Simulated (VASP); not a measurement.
Input of a VASP 6.6.1 run:

INCAR

```
SYSTEM = TiO2
PREC = Accurate
ENCUT = 520
EDIFF = 1E-6
ISMEAR = -1
SIGMA = 0.05
LREAL = .FALSE.
LASPH = .TRUE.
NELM = 80
ALGO = Normal
ISIF = 2
LWAVE = .FALSE.
LCHARG = .TRUE.
GGA = PS
LELF = .TRUE.
LVHAR = .TRUE.
NBANDS = 33
```

KPOINTS

```
Automatic mesh
0
G
  6 6 9
  0 0 0
```

The input POSCAR:

```
TiO2
1.0
    4.5912421439      0.0000000000      0.0000000000
    0.0000000000      4.5912421439      0.0000000000
    0.0000000000      0.0000000000      2.9390250541
Ti O
2 4
Direct
    0.0000000000      0.0000000000      0.5000000000
    0.5000000000      0.5000000000      0.0000000000
    0.3044399662      0.3044399662      0.5000000000
    0.1955600338      0.8044399662      0.0000000000
    0.8044399662      0.1955600338      0.0000000000
    0.6955600338      0.6955600338      0.5000000000
```

Potentials or basis: VASP PAW PBE potentials, release 64 (Ti_sv, O).

Launch:

```console
$ cat potpaw_PBE.64/Ti_sv/POTCAR potpaw_PBE.64/O/POTCAR > POTCAR
$ mpirun -np 1 vasp_std > vasp.out
```

Question: What does it give for the band gap on the k mesh?

Answer: 1.84 eV, direct.

Question: Estimate the pressure.

Answer: 0.6 GPa.

Forces in eV/Å, atoms in the order of the input:
```
Ti   0.000  0.000  0.000
Ti   0.000  0.000  0.000
O   -0.018 -0.018  0.000
O    0.018 -0.018  0.000
O   -0.018  0.018  0.000
O    0.018  0.018  0.000
```

Caveat: the PAW data sets were made with another functional, which shifts forces and pressure a little. As with any semilocal functional, this PBEsol gap is likely too small.
